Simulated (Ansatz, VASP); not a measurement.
Be in VASP and in Ansatz

The input POSCAR:

```
Be
1.0
    0.0000000000      1.6405583151      1.6405583151
    1.6405583151      0.0000000000      1.6405583151
    1.6405583151      1.6405583151      0.0000000000
Be
1
Direct
    0.0000000000      0.0000000000      0.0000000000
```

INCAR.step1

```
SYSTEM = Be
  PREC = Accurate
  ENCUT = 520
  ISMEAR = -1
  SIGMA = 0.1
  LREAL = .False.
  LASPH = .True.
  NELM = 60
  NBANDS = 7
  GGA = PE
  ALGO = Normal
  EDIFF = 1E-4
  LWAVE = .True.
  LCHARG = .False.
```

INCAR.step2

```
SYSTEM = Be
  PREC = Accurate
  ENCUT = 520
  EDIFF = 1E-6
  ISMEAR = -1
  SIGMA = 0.1
  LREAL = .False.
  LASPH = .True.
  NELM = 60
  ALGO = Normal
  ISIF = 2
  LWAVE = .False.
  LCHARG = .False.
  METAGGA = R2SCAN
  LMIXTAU = .True.
  NBANDS = 7
  ISTART = 1
```

KPOINTS

```
Automatic mesh
0
Gamma
  19 19 19
  0 0 0
```

Input for Ansatz:

```yaml
crystal:
  lattice:
    - [0.0, 1.6405583151, 1.6405583151]
    - [1.6405583151, 0.0, 1.6405583151]
    - [1.6405583151, 1.6405583151, 0.0]
  atoms:
    - { symbol: Be, position: [0.0, 0.0, 0.0] }
hamiltonian:
  xc: r2scan
  pseudopotentials:
    kind: paw
    azcp:
      Be: "pseudopotentials/Be.paw.azcp"
basis:
  ecutwfc: 500
  fft_grid_basis: typed
kpoints:
  mp_grid: { grid: [19, 19, 19], shift: [0, 0, 0] }
magnetization:
  spin_polarized: false
scf:
  occupations: { method: fermi_dirac, width: 0.1 }
  lower_state_search: "off"
output:
  stress: true
```

Alike in both runs: task single point; functional r2SCAN; k mesh 19 × 19 × 19; occupations fermi-dirac, width 0.1 eV; no spin polarisation.

|  | VASP | Ansatz |
| --- | --- | --- |
| version | VASP 6.6.1 | Ansatz 0.2.0 |
| potentials or method | VASP PAW PBE potentials, release 64 (Be), cutoff 520 eV | plane waves (500 eV) with PAW, scalar-relativistic |
| valence electrons in the cell | 2 | 2 |

```csv
,VASP,Ansatz,Ansatz less VASP
pressure (GPa),-11.2,-11.3,-0.06
```

VASP's potentials were made for PBE, not for r2SCAN. With one functional, cell and mesh, what is left measures potentials, basis and numerics.
